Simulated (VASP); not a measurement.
Here is a VASP 6.6.1 calculation.

Contents of INCAR:

```
PREC = Accurate
ENCUT = 520
EDIFF = 1E-7
ISMEAR = 0
SIGMA = 0.1
LREAL = F
LASPH = T
NELM = 100
ALGO = Normal
ISIF = 2
LWAVE = F
LCHARG = T
GGA = PE
LELF = T
LVHAR = T
NBANDS = 35
```

File KPOINTS:

```
regular mesh
0
Gamma
  4 4 4
```

Contents of POSCAR:

```
Cd4Te
1.0
    0.0000000000      4.2334855594      4.2334855594
    4.2334855594      0.0000000000      4.2334855594
    4.2334855594      4.2334855594      0.0000000000
Cd Te
4 1
Direct
    0.3749434116      0.3749434116      0.3749434116
    0.3749434116      0.3749434116      0.8751697653
    0.3749434116      0.8751697653      0.3749434116
    0.8751697653      0.3749434116      0.3749434116
    0.7500000000      0.7500000000      0.7500000000
```

Potentials or basis: VASP PAW PBE potentials, release 64 (Cd, Te).

The run is started by

```bash
$ cat potpaw_PBE.64/Cd/POTCAR potpaw_PBE.64/Te/POTCAR > POTCAR
$ mpirun -np 1 vasp_std > vasp.out
```

Question: Estimate the band gap on the k mesh.

Answer: Zero (band 27 reaches 3.25 eV, above the bottom of band 28 at 1.58 eV).

Question: Predict the largest force.

Answer: 0.019 eV/Å.

Question: What does it give for the pressure?

Answer: 0.4 GPa.

Forces in eV/Å, atoms in the order of the input:
```
Cd  -0.011 -0.011 -0.011
Cd   0.011  0.011 -0.011
Cd   0.011 -0.011  0.011
Cd  -0.011  0.011  0.011
Te   0.000  0.000  0.000
```

Caveat: spin-orbit coupling is left out, which moves the levels of the heavy elements.
